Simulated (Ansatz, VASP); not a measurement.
AlNi: VASP beside Ansatz

```
Al Ni
1.0
     2.36360   -1.36581   -0.05395
     2.36360    1.36581   -0.05395
    -1.48456    0.00000    3.93833
Al Ni
1 1
Direct
  0.00000 0.00000 0.00000
  0.50000 0.50000 0.50000
```

Alike in both runs: functional PBE; k mesh 24 × 24 × 14; occupations gaussian, width 0.1 eV; no spin polarisation.

Ansatz relaxed the structure, and its values are those at the end. VASP's run is a single point on that final structure, the one shown.

|  | VASP | Ansatz |
| --- | --- | --- |
| version | VASP 6.6.1 | Ansatz 0.2.0 |
| potentials or method | VASP PAW PBE potentials, release 64 (Al, Ni), cutoff 600 eV | scalar-relativistic, plane waves, PAW |
| valence electrons in the cell | 13 | 21 |

|  | VASP | Ansatz | Ansatz less VASP |
| --- | --- | --- | --- |
| gap on the k mesh at the Fermi level (eV) | none | none | - |
| pressure (GPa) | 0.0 | 0.0 | +0.05 |

A gap of «none» marks a metal or a gap that the smearing closes. VASP's potentials hold 13 valence electrons a cell and Ansatz's 21, so a difference there can come from the potentials and not from the codes.
